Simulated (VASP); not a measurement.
Input of a VASP 6.6.1 run:

INCAR

```
ALGO = Normal
EDIFF = 1E-8
ENCUT = 400
GGA = PS
GGA_COMPAT = False
ISIF = 2
ISMEAR = -1
LASPH = True
LCHARG = False
LEFG = True
LREAL = False
LWAVE = False
NBANDS = 12
NELM = 120
PREC = Accurate
SIGMA = 0.05
```

File KPOINTS:

```
k-points
0
Gamma
  14 14 14
```

POSCAR

```
Ti
1.0
   -1.6410000000      1.6410000000      1.6574100000
    1.6410000000     -1.6410000000      1.6574100000
    1.6410000000      1.6410000000     -1.6574100000
Ti
1
Direct
    0.0000000000      0.0000000000      0.0000000000
```

Potentials or basis: VASP PAW PBE potentials, release 64 (Ti_sv).

Launch:

```bash
$ cat potpaw_PBE.64/Ti_sv/POTCAR > POTCAR
$ mpirun -np 1 vasp_std > vasp.out
```

Predict the band gap on the k mesh.

zero (bands 6 and 7 overlap by 1.57 eV).

Predict the pressure.

-8.3 GPa.

Stress tensor (GPa, compression positive):
```
-8.40  0.00  0.00
 0.00 -8.40  0.00
 0.00  0.00 -8.14
```

Caveat: the cell differs from its parent crystal (zz strain of +1 %); the cell stands under tension; the PAW data sets were made with another functional, which shifts forces and pressure a little.
